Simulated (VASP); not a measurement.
Set up this calculation in VASP 6.6.1, as the native input.

* Task: single point
* Functional: PBE
* Potentials or basis: VASP PAW PBE potentials, release 64 (Ag)
* Cutoff: 520 eV
* k mesh: 17 × 17 × 17
* Occupations: fermi-dirac, width 0.05 eV
* Spin: no spin polarisation
* Dipole correction: no
* Further INCAR settings: ALGO = Normal; EDIFF = 1e-06; NBANDS = 12

The structure of Ag lies in POSCAR:

```
Ag
1.0
   -1.5853156824      1.5853156824      1.5853156824
    1.5853156824     -1.5853156824      1.5853156824
    1.5853156824      1.5853156824     -1.5853156824
Ag
1
Direct
    0.0000000000      0.0000000000      0.0000000000
```

One way to write it, as run:

INCAR

```
  PREC = Accurate
  ENCUT = 520
  EDIFF = 1E-6
  ISMEAR = -1
  SIGMA = 0.05
  LREAL = F
  LASPH = T
  NELM = 100
  ALGO = Normal
  ISIF = 2
  LWAVE = F
  LCHARG = F
  GGA = PE
  NBANDS = 12
```

KPOINTS

```
regular mesh
0
Gamma
  17 17 17
```

Potentials or basis: VASP PAW PBE potentials, release 64 (Ag).

The run is started by

```console
$ cat potpaw_PBE.64/Ag/POTCAR > POTCAR
$ mpirun -np 1 vasp_std > vasp.out
```

It gave:

The pressure is 14.7 GPa.

Wall time 11 s on 1 thread of Intel(R) Xeon(R) 6975P-C (Granite Rapids), on a shared host, peak memory 0.15 GiB.
